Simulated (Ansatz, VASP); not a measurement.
## One calculation of Ta, two programs

```
Ta
1.0
     2.90037    0.00000    0.00000
    -1.45019    2.51180    0.00000
     0.00000    0.00000    5.16627
Ta
2
Direct
  0.66667 0.33333 0.75000
  0.33333 0.66667 0.25000
```

Alike in both runs: task relaxation of cell and atoms; functional PBEsol; dispersion D3(BJ); k mesh 12 × 12 × 6; no spin polarisation.

|  | VASP | Ansatz |
| --- | --- | --- |
| version | VASP 6.6.1 | Ansatz 0.2.0 |
| potentials or method | VASP PAW PBE potentials, release 64 (Ta_pv), cutoff 600 eV | plane waves, PAW |
| occupations | methfessel-paxton of order 1, width 0.1 eV | cold, width 0.1 eV |
| valence electrons in the cell | 22 | 26 |

|  | VASP | Ansatz | Ansatz less VASP |
| --- | --- | --- | --- |
| relaxed volume (Å³/atom) | 17.53 | 17.51 | -0.020 |
| relaxed length of the cell vector where the two differ most in proportion (Å) | 2.833 | 2.831 | -0.0020 |

VASP's potentials were made for PBE, not for PBEsol. VASP's potentials hold 22 valence electrons a cell and Ansatz's 26, so a difference there can come from the potentials and not from the codes.

Neither program's run includes spin-orbit coupling.
